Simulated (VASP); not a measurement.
Set up this calculation in VASP 6.6.1, as the native input.

```yaml
Task: single point
Functional: r2SCAN
Potentials_or_basis: VASP PAW PBE potentials, release 64 (Na_pv, F)
Cutoff: 520 eV
k_mesh: 6 × 6 × 6
Occupations: gaussian, width 0.01 eV
Spin: no spin polarisation
Dipole_correction: no
Further_INCAR_settings: ALGO = Normal; EDIFF = 1e-06; NBANDS = 14
```

The system is NaF.

```
Na F
1.0
     0.00000    2.29717    2.29717
     2.29717    0.00000    2.29717
     2.29717    2.29717    0.00000
Na F
1 1
Direct
  0.00000 0.00000 0.00000
  0.50000 0.50000 0.50000
```

One way to write it, as run:

POSCAR

```
NaF
1.0
    0.0000000000      2.2971680762      2.2971680762
    2.2971680762      0.0000000000      2.2971680762
    2.2971680762      2.2971680762      0.0000000000
Na F
1 1
Direct
    0.0000000000      0.0000000000      0.0000000000
    0.5000000000      0.5000000000      0.5000000000
```

INCAR.step1

```
SYSTEM = NaF
ALGO = Normal
EDIFF = 1E-4
ENCUT = 520
GGA = PE
ISMEAR = 0
LASPH = .TRUE.
LCHARG = .FALSE.
LREAL = .FALSE.
LWAVE = .TRUE.
NBANDS = 14
NELM = 80
PREC = Accurate
SIGMA = 0.01
```

INCAR.step2

```
SYSTEM = NaF
ALGO = Normal
EDIFF = 1E-6
ENCUT = 520
ISIF = 2
ISMEAR = 0
ISTART = 1
LASPH = .TRUE.
LCHARG = .FALSE.
LMIXTAU = .TRUE.
LREAL = .FALSE.
LWAVE = .FALSE.
METAGGA = R2SCAN
NBANDS = 14
NELM = 80
PREC = Accurate
SIGMA = 0.01
```

KPOINTS

```
k-points
0
G
  6 6 6
  0 0 0
```

Potentials or basis: VASP PAW PBE potentials, release 64 (Na_pv, F).

Launch:

```bash
$ cat potpaw_PBE.64/Na_pv/POTCAR potpaw_PBE.64/F/POTCAR > POTCAR
$ cp INCAR.step1 INCAR
$ mpirun -np 1 vasp_std > vasp.out
$ cp INCAR.step2 INCAR
$ mpirun -np 1 vasp_std > vasp.out
```

It gave:

```json
{"Pressure": "-0.8 GPa", "Band gap on the k mesh": "7.32 eV"}
```

Caveat: the PAW data sets were made with another functional, which shifts forces and pressure a little.

Run time: 32 s on 1 thread of Oxide Virtual Turin-like Processor, on a shared host, peak memory 0.1 GiB.
